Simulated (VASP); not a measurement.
Input of a VASP 6.6.1 run:

Contents of INCAR:

```
  PREC = Accurate
  ENCUT = 700
  EDIFF = 1E-6
  ISMEAR = 0
  SIGMA = 0.15
  LREAL = F
  LASPH = T
  NELM = 120
  ALGO = Normal
  ISIF = 2
  LWAVE = F
  LCHARG = F
  NBANDS = 16
  GGA_COMPAT = F
```

File KPOINTS:

```
regular mesh
0
Gamma
  18 18 16
```

The input POSCAR:

```
TaN
1.0
    2.9379988584      0.0000000000      0.0000000000
   -1.4689994292      2.5443816477      0.0000000000
    0.0000000000      0.0000000000      2.8830000000
Ta N
1 1
Direct
    0.3333333333      0.6666666667      0.5000000000
    0.0000000000      0.0000000000      0.0780437045
```

Potentials or basis: VASP PAW LDA potentials, release 64 (Ta_sv_GW, N).

Command:

```console
$ cat potpaw_LDA.64/Ta_sv_GW/POTCAR potpaw_LDA.64/N/POTCAR > POTCAR
$ mpirun -np 1 vasp_std > vasp.out
```

(1) What does it give for the band gap on the k mesh?

(2) Estimate the pressure.

(3) Predict the largest force.

## Answers

(1) zero (bands 9 and 10 overlap by 0.42 eV).

(2) 0.1 GPa.

(3) 3.331 eV/Å.

Caveat: the cell differs from its parent crystal (all N atoms moved +0.225 Å, as atom 2 along Cartesian [0 0 1]); spin-orbit coupling is left out, which moves the levels of the heavy elements; forces of over 1 eV/Å act on the atoms, so gaps and moduli don't describe the material at rest.
